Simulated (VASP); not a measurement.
# Sc (Fd-3m) in VASP: notebook

Runs on Sc. Level: PBE. Tasks: single point.

Program: VASP 6.6.1. These are calculated values, not measurements. Logs are shortened: lines on timing, memory, paths and dates and some standing lists are left out, and cuts for length are marked.

**1. The cell of the first run**

It takes space group Fd-3m (No. 227, cubic). Conventional cell: a = 6.373 Å, b = 6.373 Å, c = 6.373 Å, α = 90.00°, β = 90.00°, γ = 90.00°. Sc (site symmetry -43m) has 4 Sc at 2.76 Å within 3.6 Å.

This isn't the form of Sc at room conditions, which is hcp.

**2. Single point, PBE**

The input, INCAR:

```
ALGO = Normal ; EDIFF = 1E-6
ENCUT = 520 ; GGA = PE
ISIF = 2 ; ISMEAR = -1
LASPH = True ; LCHARG = True
LELF = True ; LREAL = False
LVHAR = True ; LWAVE = False
NBANDS = 18 ; NELM = 60
PREC = Accurate ; SIGMA = 0.06122561905347299
```

The input, KPOINTS:

```
k-points
0
Gamma
  10 10 10
```

The input, POSCAR:

```
Sc
1.0
    0.0000000000      3.1865289564      3.1865289564
    3.1865289564      0.0000000000      3.1865289564
    3.1865289564      3.1865289564      0.0000000000
Sc
2
Direct
    0.0000000000      0.0000000000      0.0000000000
    0.2500000000      0.2500000000      0.2500000000
```

Potentials or basis: VASP PAW PBE potentials, release 64 (Sc_sv).

The run is started by

```
$ cat potpaw_PBE.64/Sc_sv/POTCAR > POTCAR
$ mpirun -np 1 vasp_std > vasp.out
```

OUTCAR:

```text
EDIFF = 1E-6
   ENCUT = 520
   GGA = PE
   ISIF = 2
   ISMEAR = -1
   LASPH = True
   LREAL = False
   NELM = 60
   PREC = Accurate

 ion  position               nearest neighbor table
   1  0.000  0.000  0.000-   2 2.76   2 2.76   2 2.76   2 2.76
   2  0.250  0.250  0.250-   1 2.76   1 2.76   1 2.76   1 2.76

  LATTYP: Found a face centered cubic cell.
 ALAT       =     6.3730579128

  Lattice vectors:

 A1 = (   0.0000000000,   3.1865289564,   3.1865289564)
 A2 = (   3.1865289564,   0.0000000000,   3.1865289564)
 A3 = (   3.1865289564,   3.1865289564,   0.0000000000)

Analysis of symmetry for initial positions (statically):
=====================================================================
 Subroutine PRICEL returns:
 Original cell was already a primitive cell.

 Routine SETGRP: Setting up the symmetry group for a
 face centered cubic supercell.

 Subroutine GETGRP returns: Found 48 space group operations
 (whereof 24 operations were pure point group operations)
 out of a pool of 48 trial point group operations.

The static configuration has the point symmetry T_d .
 The point group associated with its full space group is O_h .

Analysis of symmetry for dynamics (positions and initial velocities):
=====================================================================
 Subroutine PRICEL returns:
 Original cell was already a primitive cell.

 Routine SETGRP: Setting up the symmetry group for a
 face centered cubic supercell.

 Subroutine GETGRP returns: Found 48 space group operations
 (whereof 24 operations were pure point group operations)
 out of a pool of 48 trial point group operations.

The dynamic configuration has the point symmetry T_d .
 The point group associated with its full space group is O_h .

 Subroutine INISYM returns: Found 48 space group operations
 (whereof 24 operations are pure point group operations),
 and found     1 'primitive' translations

----------------------------------------------------------------------------------------

                                     Primitive cell

  volume of cell :      64.7118

  direct lattice vectors                    reciprocal lattice vectors
     0.000000000  3.186528956  3.186528956    -0.156910547  0.156910547  0.156910547
     3.186528956  0.000000000  3.186528956     0.156910547 -0.156910547  0.156910547
     3.186528956  3.186528956  0.000000000     0.156910547  0.156910547 -0.156910547

  length of vectors
     4.506432467  4.506432467  4.506432467     0.271777039  0.271777039  0.271777039

  position of ions in fractional coordinates (direct lattice)
     0.000000000  0.000000000  0.000000000
     0.250000000  0.250000000  0.250000000

  ion indices of the primitive-cell ions
   primitive index   ion index
                 1           1
                 2           2

----------------------------------------------------------------------------------------

 KPOINTS: k-points

Automatic generation of k-mesh.
 Grid dimensions read from file:
 generate k-points for:   10   10   10

 Generating k-lattice:

  Cartesian coordinates                     Fractional coordinates (reciprocal lattice)
    -0.015691055  0.015691055  0.015691055     0.100000000  0.000000000  0.000000000
     0.015691055 -0.015691055  0.015691055     0.000000000  0.100000000  0.000000000
     0.015691055  0.015691055 -0.015691055     0.000000000  0.000000000  0.100000000

  Length of vectors
     0.027177704  0.027177704  0.027177704

  Shift w.r.t. Gamma in fractional coordinates (k-lattice)
     0.000000000  0.000000000  0.000000000

 Subroutine IBZKPT returns following result:
 ===========================================

 Found     47 irreducible k-points:

 Following reciprocal coordinates:
            Coordinates               Weight
  0.000000  0.000000  0.000000      1.000000
  0.100000  0.000000  0.000000      8.000000
  0.200000  0.000000  0.000000      8.000000
  0.300000  0.000000  0.000000      8.000000
  0.400000  0.000000  0.000000      8.000000
  0.500000  0.000000  0.000000      4.000000
[... 16 lines left out ...]
  0.300000  0.300000  0.000000      6.000000
  0.400000  0.300000  0.000000     24.000000
 [... further k-points ...]
   k-points           NKPTS =     47   k-points in BZ     NKDIM =     47   number of bands    NBANDS=     18
   number of dos      NEDOS =    301   number of ions     NIONS =      2
   total plane-waves  NPLWV =  46656
   dimension x,y,z NGX =    36 NGY =   36 NGZ =   36
   dimension x,y,z NGXF=    72 NGYF=   72 NGZF=   72
   ions per type =               2
   NGX,Y,Z   is equivalent  to a cutoff of  13.28, 13.28, 13.28 a.u.
   NGXF,Y,Z  is equivalent  to a cutoff of  26.56, 26.56, 26.56 a.u.
 SYSTEM =  unknown system
   PREC   = accura    normal or accurate (medium, high low for compatibility)
   ISTART =      0    job   : 0-new  1-cont  2-samecut
   ICHARG =      2    charge: 1-file 2-atom 10-const
   ISPIN  =      1    spin polarized calculation?
   LNONCOLLINEAR =      F non collinear calculations
   LSORBIT =      F    spin-orbit coupling
   LASPH  =      T    aspherical Exc in radial PAW
   ENCUT  =  520.0 eV  38.22 Ry    6.18 a.u.   8.38  8.38  8.38*2*pi/ulx,y,z
   NELM   =     60;   NELMIN=  2; NELMDL= -5     # of ELM steps
   EDIFF  = 0.1E-05   stopping-criterion for ELM
   LREAL  =      F    real-space projection
   EDIFFG = 0.1E-04   stopping-criterion for IOM
   NSW    =      0    number of steps for IOM
   IBRION =     -1    ionic relax: 0-MD 1-quasi-New 2-CG
   NFREE  =      0    steps in history (QN), initial steepest desc. (CG)
   ISIF   =      2    stress and relaxation
   ISYM   =      2    0-nonsym 1-usesym 2-fastsym
   POTIM  = 0.5000    time-step for ionic-motion
   TEBEG  =    0.0;   TEEND  =   0.0 temperature during run
   PSTRESS=    0.0 pullay stress
   NELECT =      22.0000    total number of electrons
   NUPDOWN=      -1.0000    fix difference up-down
   EMIN   =  10.00;   EMAX   =-10.00  energy-range for DOS
   EFERMI =   0.00;   METHOD = LEGACY
   ISMEAR =    -1;   SIGMA  =   0.06  broadening in eV -4-tet -1-fermi 0-gaus
   EFERMI_NEDOS =   21; number of points for ismear=-14 and -15
   IALGO  =     38    algorithm
   IMIX   =      4    mixing-type and parameters
     AMIX     =   0.40;   BMIX     =  1.00
     AMIX_MAG =   1.60;   BMIX_MAG =  1.00
  volume/ion in A,a.u.               =      32.36       218.35
  Fermi-wavevector in a.u.,A,eV,Ry     =   1.142583  2.159169 17.762358  1.305497
  Thomas-Fermi vector in A             =   2.279281
   LORBIT       =      0    0 simple, 1 ext, 2 COOP (PROOUT), +10 PAW based schemes
   GGA     = PE    functional components
   LHFCALC =     F    Hartree Fock is set to
   AEXX    =    0.0000 exact exchange contribution
   IVDW    =     0    specifies the selected vdW correction
   LEPSILON=     F    determine dielectric tensor
   LRPA    =     F    only Hartree local field effects (RPA)
 non-spin polarized calculation
  energy-cutoff  :      520.00
  volume of cell :       64.71
 maximum number of plane-waves:      1807
 NGX is ok and might be reduce to    36
   NGX = 17   NGY = 17   NGZ = 17

 number of electron      22.0000003 magnetization

 Free energy of the ion-electron system (eV)
  ---------------------------------------------------
  ext. energy  EPLUGINS =         0.00000000
  ---------------------------------------------------
  free energy    TOTEN  =        -8.54283125 eV

  energy without entropy =       -8.48536463  energy(sigma->0) =       -8.51409794

 E-fermi :   2.0507     XC(G=0):  -8.6308

 val. band max:        2.0257466473   @ k =   0.4000   0.2000   0.0000
 cond. band min:       2.0536607817   @ k =   0.5000   0.1000   0.0000
 fundamental gap:      0.0279141345
 Fermi energy:         2.0506903907

 k-point     1 :       0.0000    0.0000    0.0000
  band No.  band energies     occupation
      1     -47.8392      2.00000
      2     -47.5727      2.00000
      3     -26.6270      2.00000
      4     -26.6270      2.00000
      5     -26.6270      2.00000
      6     -26.1671      2.00000
[... 10 lines left out ...]
     17       3.7295      0.00000
     18       5.6913      0.00000

 k-point     2 :       0.1000    0.0000    0.0000
  band No.  band energies     occupation
      1     -47.8344      2.00000
      2     -47.5776      2.00000
      3     -26.6326      2.00000
      4     -26.6326      2.00000
      5     -26.6267      2.00000
      6     -26.1684      2.00000
[... 10 lines left out ...]
     17       3.7197      0.00000
     18       5.6815      0.00000

 k-point     3 :       0.2000    0.0000    0.0000
  band No.  band energies     occupation
      1     -47.8208      2.00000
      2     -47.5914      2.00000
      3     -26.6468      2.00000
      4     -26.6468      2.00000
      5     -26.6264      2.00000
      6     -26.1716      2.00000
[... 10 lines left out ...]
     17       3.7491      0.00000
     18       5.6425      0.00000

 k-point     4 :       0.3000    0.0000    0.0000
  band No.  band energies     occupation
      1     -47.8013      2.00000
      2     -47.6112      2.00000
      3     -26.6632      2.00000
      4     -26.6632      2.00000
      5     -26.6264      2.00000
      6     -26.1751      2.00000
[... 10 lines left out ...]
     17       3.9348      0.00000
     18       5.5516      0.00000

 k-point     5 :       0.4000    0.0000    0.0000
  band No.  band energies     occupation
      1     -47.7819      2.00000
      2     -47.6308      2.00000
      3     -26.6758      2.00000
      4     -26.6758      2.00000
      5     -26.6268      2.00000
      6     -26.1776      2.00000
[... 10 lines left out ...]
     17       4.2341      0.00000
     18       5.4016      0.00000

 k-point     6 :       0.5000    0.0000    0.0000
  band No.  band energies     occupation
      1     -47.7730      2.00000
      2     -47.6398      2.00000
      3     -26.6805      2.00000
      4     -26.6805      2.00000
      5     -26.6270      2.00000
      6     -26.1784      2.00000
[... 10 lines left out ...]
     17       4.4054      0.00000
     18       5.2984      0.00000

 k-point     7 :       0.1000    0.1000    0.0000
  band No.  band energies     occupation
      1     -47.8328      2.00000
      2     -47.5793      2.00000
      3     -26.6393      2.00000
      4     -26.6393      2.00000
      5     -26.6162      2.00000
      6     -26.1793      2.00000
[... 10 lines left out ...]
     17       3.7443      0.00000
     18       5.6015      0.00000

 k-point     8 :       0.2000    0.1000    0.0000
  band No.  band energies     occupation
      1     -47.8220      2.00000
      2     -47.5903      2.00000
      3     -26.6541      2.00000
      4     -26.6537      2.00000
      5     -26.6074      2.00000
      6     -26.1899      2.00000
[... 10 lines left out ...]
     17       3.7912      0.00000
     18       5.4948      0.00000
[... 229 lines left out ...]
     17       4.2519      0.00000
     18       5.2259      0.00000

 k-point    20 :      -0.4000    0.2000    0.0000
  band No.  band energies     occupation
      1     -47.7579      2.00000
      2     -47.6551      2.00000
      3     -26.7299      2.00000
      4     -26.6943      2.00000
      5     -26.5448      2.00000
      6     -26.2565      2.00000
[... 10 lines left out ...]
     17       4.2885      0.00000
     18       5.0863      0.00000

 k-point    21 :      -0.3000    0.2000    0.0000
  band No.  band energies     occupation
      1     -47.7730      2.00000
      2     -47.6398      2.00000
      3     -26.7225      2.00000
      4     -26.6806      2.00000
      5     -26.5619      2.00000
      6     -26.2386      2.00000
[... 10 lines left out ...]
     17       4.4241      0.00000
     18       4.8329      0.00000

 k-point    22 :      -0.2000    0.2000    0.0000
  band No.  band energies     occupation
      1     -47.7935      2.00000
      2     -47.6191      2.00000
      3     -26.7024      2.00000
      4     -26.6639      2.00000
      5     -26.5862      2.00000
      6     -26.2133      2.00000
[... 10 lines left out ...]
     17       4.0998      0.00000
     18       5.1215      0.00000

 k-point    23 :       0.3000    0.3000    0.0000
  band No.  band energies     occupation
      1     -47.7847      2.00000
      2     -47.6280      2.00000
      3     -26.7019      2.00000
      4     -26.7019      2.00000
      5     -26.5360      2.00000
      6     -26.2676      2.00000
[... 10 lines left out ...]
     17       4.1042      0.00000
     18       4.8851      0.00000

 k-point    24 :       0.4000    0.3000    0.0000
  band No.  band energies     occupation
      1     -47.7655      2.00000
      2     -47.6474      2.00000
      3     -26.7182      2.00000
      4     -26.7138      2.00000
      5     -26.5086      2.00000
      6     -26.2961      2.00000
[... 10 lines left out ...]
     17       4.3199      0.00000
     18       4.7426      0.00000

 [... further k-points ...]

------------------------ aborting loop because EDIFF is reached ----------------------------------------

  FORCE on cell =-STRESS in cart. coord.  units (eV):
  Direction    XX          YY          ZZ          XY          YZ          ZX
  --------------------------------------------------------------------------------------
  -------------------------------------------------------------------------------------
  Total        0.2906067      0.2906067      0.2906067      0.0000000      0.0000000     -0.0000000
  in kB        7.1950288      7.1950288      7.1950288      0.0000000      0.0000000     -0.0000000
  external PRESSURE =       7.1950288 kB  Pullay stress =       0.0000000 kB

 VOLUME and BASIS-vectors are now :
 -----------------------------------------------------------------------------
  energy-cutoff  :      520.00
  volume of cell :       64.71
      direct lattice vectors                 reciprocal lattice vectors
     0.000000000  3.186528956  3.186528956    -0.156910547  0.156910547  0.156910547
     3.186528956  0.000000000  3.186528956     0.156910547 -0.156910547  0.156910547
     3.186528956  3.186528956  0.000000000     0.156910547  0.156910547 -0.156910547

 POSITION                                       TOTAL-FORCE (eV/Angst)
 -----------------------------------------------------------------------------------
      0.00000      0.00000      0.00000        -0.000000      0.000000      0.000000
      1.59326      1.59326      1.59326         0.000000     -0.000000     -0.000000
 -----------------------------------------------------------------------------------
    total drift:                                0.000000      0.000000      0.000000

  FREE ENERGIE OF THE ION-ELECTRON SYSTEM (eV)
  ---------------------------------------------------
  free  energy   TOTEN  =        -8.5428312503 eV

  energy  without entropy=       -8.4853646315  energy(sigma->0) =       -8.51409794
```

It took 33 s on 1 thread of Intel Xeon Platinum 8488C (Sapphire Rapids), shared host; peak memory 0.21 GiB.

What came out:

```yaml
Free_energy: -8.5428 eV
Pressure: 0.7 GPa
Band_gap_on_the_k_mesh: zero (bands 11 and 12 overlap by 0.51 eV)
```

Levels at points of the mesh, in eV from the Fermi level:
```tsv
k point	band 7	band 8	band 9	band 10	band 11	band 12	band 13	band 14	band 15	band 16
(0.00, 0.00, 0.00)	-28.22	-28.22	-4.15	-0.03	-0.03	0.25	0.25	0.25	1.68	1.68
(0.50, 0.00, 0.00)	-28.16	-28.16	-1.81	-1.02	-0.07	-0.07	0.36	0.36	0.48	2.35
(0.50, 0.50, 0.00)	-28.11	-28.11	-1.11	-1.11	-0.11	-0.11	0.48	0.48	1.72	1.72
```

**3. Single point, PBE**

This run uses another cell than the first one, of 33.04 Å³/atom.

The input, INCAR:

```
SYSTEM = Sc
PREC     = Accurate       ! precision mode
ENCUT    = 520            ! plane-wave cutoff, eV
EDIFF    = 1E-7           ! SCF threshold, eV
ISMEAR   = -1             ! smearing method
SIGMA    = 0.06122561905347299 ! smearing width, eV
LREAL    = .FALSE.        ! projectors in reciprocal space
LASPH    = .TRUE.         ! aspherical terms in the spheres
NELM     = 100            ! most SCF steps
ALGO     = Normal         ! electronic algorithm
ISIF     = 2              ! what is computed and relaxed
LWAVE    = .FALSE.        ! write WAVECAR
LCHARG   = .FALSE.        ! write CHGCAR
GGA      = PE             ! functional
NBANDS   = 18             ! bands
```

The input, KPOINTS:

```
Automatic mesh
0
G
  10 10 10
  0 0 0
```

The input, POSCAR:

```
Sc
1.0
    0.0000000000      3.2089700406      3.2089700406
    3.2089700406      0.0000000000      3.2089700406
    3.2089700406      3.2089700406      0.0000000000
Sc
2
Direct
    0.0000000000      0.0000000000      0.0000000000
    0.2500000000      0.2500000000      0.2500000000
```

Potentials or basis: VASP PAW PBE potentials, release 64 (Sc_sv).

The run is started by

```
$ cat potpaw_PBE.64/Sc_sv/POTCAR > POTCAR
$ mpirun -np 1 vasp_std > vasp.out
```

Run time: 34 s. Hardware: 1 thread of Intel Xeon Platinum 8488C (Sapphire Rapids), shared host; peak memory 0.21 GiB.

The run converged. Its results:

- Free energy: -8.5481 eV
- Pressure: 0.4 GPa
- Band gap on the k mesh: zero (bands 11 and 12 overlap by 0.52 eV)

Levels at points of the mesh, in eV from the Fermi level:
| k point | band 8 | band 9 | band 10 | band 11 | band 12 | band 13 | band 14 | band 15 |
| --- | --- | --- | --- | --- | --- | --- | --- | --- |
| (0.00, 0.00, 0.00) | -28.26 | -4.13 | -0.01 | -0.01 | 0.24 | 0.24 | 0.24 | 1.64 |
| (0.50, 0.00, 0.00) | -28.21 | -1.83 | -1.00 | -0.05 | -0.05 | 0.35 | 0.35 | 0.45 |
| (0.50, 0.50, 0.00) | -28.16 | -1.08 | -1.08 | -0.16 | -0.16 | 0.47 | 0.47 | 1.70 |

The gap in the log of VASP goes by the Fermi energy; the results here count the filled bands.